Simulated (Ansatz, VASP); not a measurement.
**Two plane-wave programs on SrCl2**

```xyz
3
Lattice="0.0000 3.4548 3.4548 3.4548 0.0000 3.4548 3.4548 3.4548 0.0000" Properties=species:S:1:pos:R:3 pbc="T T T"
Sr    0.0000    0.0000    0.0000
Cl    1.7274    1.7274    1.7274
Cl    5.1823    5.1823    5.1823
```

Alike in both runs: task single point; functional PBE; k mesh 8 × 8 × 8; occupations gaussian, width 0.05 eV; no spin polarisation.

```csv
,VASP,Ansatz
version,VASP 6.6.1,Ansatz 0.2.0
potentials or method,"VASP PAW PBE potentials, release 64 (Sr_sv, Cl), cutoff 520 eV","scalar-relativistic, plane waves, PAW"
valence electrons in the cell,24,24
```

VASP gave:

| Property | Result |
| --- | --- |
| gap on the k mesh at the Fermi level (eV) | 5.45 |
| least direct gap on the mesh (eV) | 5.49 |
| pressure (GPa) | 2.3 |

Question: Which values does Ansatz return?

Answer: gap on the k mesh at the Fermi level (eV): 5.46; least direct gap on the mesh (eV): 5.49; pressure (GPa): 2.2.
